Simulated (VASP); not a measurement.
Wanted: the native input for a VASP 6.6.1 run.

```yaml
Task: single point
Functional: PBEsol
Potentials_or_basis: VASP PAW PBE potentials, release 64 (C, Li_sv)
Cutoff: 520 eV
k_mesh: 2 × 2 × 1
Occupations: gaussian, width 0.02 eV
Spin: collinear spin, zero start
Starting_moments: "[0.0, 0.0, 0.0, 0.0, 0.0, 0.0, 0.0, 0.0, 0.0, 0.0, 0.0, 0.0, 0.0, 0.0, 0.0, 0.0, 0.0, 0.0, 0.0] μB"
Dipole_correction: no
Further_INCAR_settings: LREAL = Auto; ALGO = Normal; EDIFF = 1e-06; NBANDS = 56
```

The structure of LiC18 lies in POSCAR:

```
LiC18
1.0
    7.3980000000      0.0000000000      0.0000000000
   -3.6990000000      6.4068560000      0.0000000000
    0.0000000000      0.0000000000     13.0000000000
C Li
18 1
Direct
   -0.0012844733     -0.0041296386      0.0781220000
    0.2206822672      0.1068541263      0.0787037692
   -0.0017885783      0.3289705590      0.0783027692
    0.2203942688      0.4394998108      0.0764846154
   -0.0017884724      0.6622667967      0.0783034615
    0.2203932674      0.7739206250      0.0764857692
    0.3319531694     -0.0037208578      0.0779236154
    0.5542113104      0.1074077519      0.0779234615
    0.3319533411      0.3286995993      0.0779233077
    0.5542110614      0.4398289894      0.0779235385
    0.3311847719      0.6621064997      0.0713085385
    0.5549795481      0.7740039732      0.0713434615
    0.6657695049     -0.0033904305      0.0764993846
    0.8879482591      0.1071352314      0.0783096923
    0.6654792336      0.3292526007      0.0786983077
    0.8874451574      0.4402352730      0.0781174615
    0.6657685818      0.6621862580      0.0764982308
    0.8879483456      0.7738388376      0.0783090769
    0.4426826816      0.7178673908      0.2189740000
```

One way to write it, as run:

INCAR

```
PREC = Accurate
ENCUT = 520
EDIFF = 1E-6
ISMEAR = 0
SIGMA = 0.02
LREAL = Auto
LASPH = T
NELM = 150
ALGO = Normal
ISIF = 2
LWAVE = F
LCHARG = F
ISPIN = 2
MAGMOM = 0 0 0 0 0 0 0 0 0 0 0 0 0 0 0 0 0 0 0
LORBIT = 11
GGA = PS
NBANDS = 56
```

KPOINTS

```
Automatic mesh
0
Gamma
  2 2 1
```

Potentials or basis: VASP PAW PBE potentials, release 64 (C, Li_sv).

Run with:

```console
$ cat potpaw_PBE.64/C/POTCAR potpaw_PBE.64/Li_sv/POTCAR > POTCAR
$ mpirun -np 1 vasp_std > vasp.out
```

Results of the run:

| Item | Value |
| --- | --- |
| Largest force | 0.053 eV/Å |
| Net moment | 0.00 μB per cell |
| Valence electrons inside the program's atomic spheres | C 2.65, 2.64, 2.66 (each value once); Li 2.06 |

Caveat: the k points lie up to 0.49 Å⁻¹ apart; there is no dipole correction, which matters where the two faces differ; no moment was typed at the start, so none could form; the PAW data sets were made with another functional, which shifts forces and pressure a little.

It took 12 min on 1 thread of AMD EPYC 7R13 Processor (Zen 3), with other jobs on the host, peak memory 0.88 GiB.
